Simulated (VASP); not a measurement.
BaF2, 3 atoms in the cell. Symmetry: Fm-3m, No. 225, cubic system. Conventional cell: a = 6.246 Å, b = 6.246 Å, c = 6.246 Å, α = 90.00°, β = 90.00°, γ = 90.00°. Within 3.6 Å of Ba (site symmetry m-3m) lie 8 F at 2.70 Å. F (site symmetry -43m) has 4 Ba at 2.70 Å and 6 F at 3.12 Å within 3.6 Å. 

```yaml
Program: VASP 6.6.1
Task: single point
Functional: r2SCAN
Potentials_or_basis: VASP PAW PBE potentials, release 64 (Ba_sv, F)
Cutoff: 660 eV
k_mesh: 6 × 6 × 6
Occupations: gaussian, width 0.02 eV
Spin: no spin polarisation
Dipole_correction: no
Further_INCAR_settings: ALGO = Normal; EDIFF = 1e-06; NBANDS = 19
```

Potentials or basis: VASP PAW PBE potentials, release 64 (Ba_sv, F).

Launch:

```bash
$ cat potpaw_PBE.64/Ba_sv/POTCAR potpaw_PBE.64/F/POTCAR > POTCAR
$ cp INCAR.step1 INCAR
$ mpirun -np 1 vasp_std > vasp.out
$ cp INCAR.step2 INCAR
$ mpirun -np 1 vasp_std > vasp.out
```

Hardware: 1 thread of Intel(R) Xeon(R) Platinum 8124M CPU @ 3.00GHz (Skylake/Cascade Lake), with other jobs on the host.

Q: How long does it take, and how much memory?

A: It took 120 s on 1 thread of Intel(R) Xeon(R) Platinum 8124M CPU @ 3.00GHz (Skylake/Cascade Lake), with other jobs on the host, peak memory 0.26 GiB. Counts: k points 16.
